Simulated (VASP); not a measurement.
# Al4Cl (Im-3m) in VASP: notebook, part 2 of 2

VASP 6.6.1. Earlier steps stand in the parts before.

### 4 Relaxation of cell and atoms, PBE

Input file INCAR:

```
PREC     = Accurate       # precision mode
ENCUT    = 600            # plane-wave cutoff, eV
EDIFF    = 1E-6           # SCF threshold, eV
ISMEAR   = 0              # smearing method
SIGMA    = 0.1            # smearing width, eV
LREAL    = F              # projectors in reciprocal space
LASPH    = T              # aspherical terms in the spheres
NELM     = 100            # most SCF steps
ALGO     = Normal         # electronic algorithm
ISIF     = 3              # what is computed and relaxed
LWAVE    = F              # write WAVECAR
LCHARG   = F              # write CHGCAR
GGA      = PE             # functional
IBRION   = 2              # ionic algorithm
NSW      = 90             # ionic steps
EDIFFG   = -0.04          # ionic threshold
```

Input file KPOINTS:

```
Automatic mesh
0
Gamma
  4 4 4
```

Input file POSCAR:

```
Al4Cl
1.0
   -2.9560961900      2.9560961900      2.9560961900
    2.9560961900     -2.9560961900      2.9560961900
    2.9560961900      2.9560961900     -2.9560961900
Al Cl
4 1
Direct
    0.5000000000      0.5000000000      0.5000000000
    0.0000000000      0.0000000000      0.5000000000
    0.0000000000      0.5000000000      0.0000000000
    0.5000000000      0.0000000000      0.0000000000
    0.0000000000      0.0000000000      0.0000000000
```

Potentials or basis: VASP PAW PBE potentials, release 64 (Al, Cl).

Started as:

```console
$ cat potpaw_PBE.64/Al/POTCAR potpaw_PBE.64/Cl/POTCAR > POTCAR
$ mpirun -np 1 vasp_std > vasp.out
```

OUTCAR:

```text
PREC = Accurate
   ENCUT = 600
   EDIFF = 1E-6
   ISMEAR = 0
   LREAL = F
   LASPH = T
   NELM = 100
   ISIF = 3
   GGA = PE
   IBRION = 2
   NSW = 90
   EDIFFG = -0.04

 ion  position               nearest neighbor table
   1  0.500  0.500  0.500-   5 2.56   5 2.56   4 2.96   2 2.96   4 2.96   3 2.96   2 2.96   3 2.96

   2  0.000  0.000  0.500-   5 2.56   5 2.56   4 2.96   1 2.96   3 2.96   3 2.96   4 2.96   1 2.96

   3  0.000  0.500  0.000-   5 2.56   5 2.56   4 2.96   1 2.96   2 2.96   2 2.96   1 2.96   4 2.96

   4  0.500  0.000  0.000-   5 2.56   5 2.56   3 2.96   1 2.96   1 2.96   2 2.96   2 2.96   3 2.96

   5  0.000  0.000  0.000-   1 2.56   2 2.56   3 2.56   4 2.56   2 2.56   3 2.56   4 2.56   1 2.56

  LATTYP: Found a body centered cubic cell.
 ALAT       =     5.9121923800

  Lattice vectors:

 A1 = (  -2.9560961900,   2.9560961900,   2.9560961900)
 A2 = (   2.9560961900,  -2.9560961900,   2.9560961900)
 A3 = (   2.9560961900,   2.9560961900,  -2.9560961900)

Analysis of symmetry for initial positions (statically):
=====================================================================
 Subroutine PRICEL returns:
 Original cell was already a primitive cell.

 Routine SETGRP: Setting up the symmetry group for a
 body centered cubic supercell.

 Subroutine GETGRP returns: Found 48 space group operations
 (whereof 48 operations were pure point group operations)
 out of a pool of 48 trial point group operations.

The static configuration has the point symmetry O_h .

Analysis of symmetry for dynamics (positions and initial velocities):
=====================================================================
 Subroutine PRICEL returns:
 Original cell was already a primitive cell.

 Routine SETGRP: Setting up the symmetry group for a
 body centered cubic supercell.

 Subroutine GETGRP returns: Found 48 space group operations
 (whereof 48 operations were pure point group operations)
 out of a pool of 48 trial point group operations.

The dynamic configuration has the point symmetry O_h .

 Subroutine INISYM returns: Found 48 space group operations
 (whereof 48 operations are pure point group operations),
 and found     1 'primitive' translations

----------------------------------------------------------------------------------------

                                     Primitive cell

  volume of cell :     103.3274

  direct lattice vectors                    reciprocal lattice vectors
    -2.956096190  2.956096190  2.956096190     0.000000000  0.169141993  0.169141993
     2.956096190 -2.956096190  2.956096190     0.169141993  0.000000000  0.169141993
     2.956096190  2.956096190 -2.956096190     0.169141993  0.169141993  0.000000000

  length of vectors
     5.120108793  5.120108793  5.120108793     0.239202900  0.239202900  0.239202900

  position of ions in fractional coordinates (direct lattice)
     0.500000000  0.500000000  0.500000000
     0.000000000  0.000000000  0.500000000
     0.000000000  0.500000000  0.000000000
     0.500000000  0.000000000  0.000000000
     0.000000000  0.000000000  0.000000000

  ion indices of the primitive-cell ions
   primitive index   ion index
                 1           1
                 2           2
                 3           3
                 4           4
                 5           5
[... 40 lines left out ...]
   dimension x,y,z NGX =    42 NGY =   42 NGZ =   42
   dimension x,y,z NGXF=    84 NGYF=   84 NGZF=   84
   ions per type =               4   1
   NGX,Y,Z   is equivalent  to a cutoff of  13.64, 13.64, 13.64 a.u.
   NGXF,Y,Z  is equivalent  to a cutoff of  27.27, 27.27, 27.27 a.u.
 SYSTEM =  unknown system
   PREC   = accura    normal or accurate (medium, high low for compatibility)
   ISTART =      0    job   : 0-new  1-cont  2-samecut
   ICHARG =      2    charge: 1-file 2-atom 10-const
   ISPIN  =      1    spin polarized calculation?
   LNONCOLLINEAR =      F non collinear calculations
   LSORBIT =      F    spin-orbit coupling
   LASPH  =      T    aspherical Exc in radial PAW
   ENCUT  =  600.0 eV  44.10 Ry    6.64 a.u.  10.23 10.23 10.23*2*pi/ulx,y,z
   NELM   =    100;   NELMIN=  2; NELMDL= -5     # of ELM steps
   EDIFF  = 0.1E-05   stopping-criterion for ELM
   LREAL  =      F    real-space projection
   EDIFFG = -.4E-01   stopping-criterion for IOM
   NSW    =     90    number of steps for IOM
   IBRION =      2    ionic relax: 0-MD 1-quasi-New 2-CG
   NFREE  =      1    steps in history (QN), initial steepest desc. (CG)
   ISIF   =      3    stress and relaxation
   ISYM   =      2    0-nonsym 1-usesym 2-fastsym
   POTIM  = 0.5000    time-step for ionic-motion
   TEBEG  =    0.0;   TEEND  =   0.0 temperature during run
   PSTRESS=    0.0 pullay stress
   NELECT =      19.0000    total number of electrons
   NUPDOWN=      -1.0000    fix difference up-down
   EMIN   =  10.00;   EMAX   =-10.00  energy-range for DOS
   EFERMI =   0.00;   METHOD = LEGACY
   ISMEAR =     0;   SIGMA  =   0.10  broadening in eV -4-tet -1-fermi 0-gaus
   EFERMI_NEDOS =   21; number of points for ismear=-14 and -15
   IALGO  =     38    algorithm
   IMIX   =      4    mixing-type and parameters
     AMIX     =   0.40;   BMIX     =  1.00
     AMIX_MAG =   1.60;   BMIX_MAG =  1.00
  volume/ion in A,a.u.               =      20.67       139.46
  Fermi-wavevector in a.u.,A,eV,Ry     =   0.930938  1.759218 11.791431  0.866646
  Thomas-Fermi vector in A             =   2.057379
   LORBIT       =      0    0 simple, 1 ext, 2 COOP (PROOUT), +10 PAW based schemes
   GGA     = PE    functional components
   LHFCALC =     F    Hartree Fock is set to
   AEXX    =    0.0000 exact exchange contribution
   IVDW    =     0    specifies the selected vdW correction
   LEPSILON=     F    determine dielectric tensor
   LRPA    =     F    only Hartree local field effects (RPA)
 conjugate gradient relaxation of ions
 non-spin polarized calculation
 Gauss-broadening in eV      SIGMA  =   0.10
  energy-cutoff  :      600.00
  volume of cell :      103.33
 maximum number of plane-waves:      3468
 NGX is ok and might be reduce to    42
   NGX = 21   NGY = 21   NGZ = 21

--------------------------------------- Ionic step        1  -------------------------------------------

 number of electron      19.0000002 magnetization

 Free energy of the ion-electron system (eV)
  ---------------------------------------------------
  ext. energy  EPLUGINS =         0.00000000
  ---------------------------------------------------
  free energy    TOTEN  =       -13.77546583 eV

  energy without entropy =      -13.76401334  energy(sigma->0) =      -13.76973958

------------------------ aborting loop because EDIFF is reached ----------------------------------------

  FORCE on cell =-STRESS in cart. coord.  units (eV):
  Direction    XX          YY          ZZ          XY          YZ          ZX
  --------------------------------------------------------------------------------------
  -------------------------------------------------------------------------------------
  Total        4.1452572      4.1452572      4.1452572      0.0000000      0.0000000      0.0000000
  in kB       64.2756367     64.2756367     64.2756367      0.0000000      0.0000000      0.0000000
  external PRESSURE =      64.2756367 kB  Pullay stress =       0.0000000 kB
[... 26 lines left out ...]
--------------------------------------- Ionic step        2  -------------------------------------------

 number of electron      18.9999998 magnetization

 E-fermi :   4.6010     XC(G=0):  -8.9159

 val. band max:        4.5402101785   @ k =   0.2500   0.0000   0.0000
 cond. band min:       4.7508504847   @ k =   0.5000   0.5000   0.5000
 fundamental gap:      0.2106403062
 Fermi energy:         4.6010180376

 k-point     1 :       0.0000    0.0000    0.0000
  band No.  band energies     occupation
      1     -13.4965      2.00000
      2      -2.5523      2.00000
      3      -2.5523      2.00000
      4      -2.5523      2.00000
      5      -2.1186      2.00000
      6       2.4386      2.00000
      7       2.4386      2.00000
      8       2.4386      2.00000
      9       4.2016      2.00000
     10       4.2016      2.00000
     11       4.2016      2.00000
     12       6.7876      0.00000
     13       6.7876      0.00000
[... 187 lines left out ...]
--------------------------------------- Ionic step        4  -------------------------------------------

 number of electron      19.0000001 magnetization

 Free energy of the ion-electron system (eV)
  ---------------------------------------------------
  ext. energy  EPLUGINS =         0.00000000
  ---------------------------------------------------
  free energy    TOTEN  =       -14.07619728 eV

  energy without entropy =      -14.06592797  energy(sigma->0) =      -14.07106262

 E-fermi :   4.2374     XC(G=0):  -8.7613

 val. band max:        4.2070892768   @ k =   0.2500   0.0000   0.0000
 cond. band min:       4.3458191424   @ k =   0.5000   0.5000   0.5000
 fundamental gap:      0.1387298656
 Fermi energy:         4.2373953300

 k-point     1 :       0.0000    0.0000    0.0000
  band No.  band energies     occupation
      1     -13.5989      2.00000
      2      -2.6491      2.00000
      3      -2.6491      2.00000
      4      -2.6491      2.00000
      5      -2.3489      2.00000
      6       2.0567      2.00000
      7       2.0567      2.00000
      8       2.0567      2.00000
      9       3.8971      2.00000
     10       3.8971      2.00000
     11       3.8971      2.00000
     12       6.5519      0.00000
     13       6.5519      0.00000
[... 142 lines left out ...]
  FREE ENERGIE OF THE ION-ELECTRON SYSTEM (eV)
  ---------------------------------------------------
  free  energy   TOTEN  =       -14.0761972772 eV

  energy  without entropy=      -14.0659279718  energy(sigma->0) =      -14.07106262

 reached required accuracy - stopping structural energy minimisation
```

Wall time 69 s (1 thread of Intel Xeon 6975P-C, shared host); peak memory 0.25 GiB.

Results:

- Free energy: -14.0762 eV
- Relaxed volume: 24.26 Å³/atom
- Relaxed cell: a = 5.401 Å, b = 5.401 Å, c = 5.401 Å, α = 109.47°, β = 109.47°, γ = 109.47°
- Space group after relaxing (to 0.05 Å): Im-3m (No. 229)
- Energy gained by relaxing: 60.1 meV/atom
- Ionic steps: 4
- Pressure after relaxing: 0.0 GPa

Step by step:
| step | energy change (eV) | largest force (eV/Å) | pressure (GPa) | volume (Å³) |
| --- | --- | --- | --- | --- |
| 1 | 0.0000 | 0.0000 | 6.43 | 103.33 |
| 2 | -0.2800 | 0.0000 | 1.25 | 116.23 |
| 3 | -0.2796 | 0.0000 | -1.21 | 126.83 |
| 4 | -0.3007 | 0.0000 | 0.04 | 121.31 |

Final structure:
```yaml
crystal:
  lattice:
    - [-3.11849, 3.11849, 3.11849]
    - [3.11849, -3.11849, 3.11849]
    - [3.11849, 3.11849, -3.11849]
  atoms:
    - { symbol: Al, position: [0.50000, 0.50000, 0.50000] }
    - { symbol: Al, position: [0.00000, 0.00000, 0.50000] }
    - { symbol: Al, position: [0.00000, 0.50000, 0.00000] }
    - { symbol: Al, position: [0.50000, 0.00000, 0.00000] }
    - { symbol: Cl, position: [0.00000, 0.00000, 0.00000] }
```

Caveat: the k points lie up to 0.36 Å⁻¹ apart in the final cell; the volume moved by over 15 % at a fixed basis, so the end points are rough; an odd number of electrons without spin polarisation forces a metal; a magnetic or distorted state may lie lower.

### 5 The runs side by side

```tsv
task	cell	cutoff (eV)	gap on the mesh (eV)	pressure (GPa)
single point	a = 5.120 Å, angles 109.5°, 5 atoms	520	none	6.4
single point	a = 5.403 Å, angles 109.5°, 5 atoms	520	none	0.0
relaxation of cell and atoms	relaxed from a = 5.120 Å, angles 109.5°, 5 atoms	600	none	0.0
```

Alike in all rows: level PBE; potentials or basis VASP PAW PBE potentials, release 64 (Al, Cl); no spin polarisation; k mesh 4 × 4 × 4; smearing gaussian 0.1 eV.

Caveats: some runs use coarse meshes; an odd number of electrons without spin polarisation forces a metal; a magnetic or distorted state may lie lower; the volume moved by over 15 % at a fixed basis, so the end points are rough (some runs).

Absolute energies hang on the potentials; compare differences alone.
